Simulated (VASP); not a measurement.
Al, 1 atom in the cell. Symmetry: Fm-3m, No. 225, cubic system. Conventional cell: a = 3.684 Å, b = 3.684 Å, c = 3.684 Å, α = 90.00°, β = 90.00°, γ = 90.00°. Within 3.4 Å of Al (site symmetry m-3m) lie 12 Al at 2.61 Å. 

* Program: VASP 6.6.1
* Task: single point
* Functional: PBE
* Potentials or basis: VASP PAW PBE potentials, release 64 (Al)
* Cutoff: 500 eV
* k mesh: 16 × 16 × 16
* Occupations: gaussian, width 0.1 eV
* Spin: no spin polarisation
* Dipole correction: no
* Further INCAR settings: ALGO = Normal; EDIFF = 1e-06; NBANDS = 8

Potentials or basis: VASP PAW PBE potentials, release 64 (Al).

Command:

```bash
$ cat potpaw_PBE.64/Al/POTCAR > POTCAR
$ mpirun -np 1 vasp_std > vasp.out
```

Hardware: 1 thread of Intel(R) Xeon(R) Platinum 8488C (Sapphire Rapids) (shared host).

Problem. How long does it take, and how much memory?

Solution. Run time: 12 s on 1 thread of Intel(R) Xeon(R) Platinum 8488C (Sapphire Rapids), on a shared host, peak memory 0.12 GiB. Counts: scf iterations 10, k points 145.
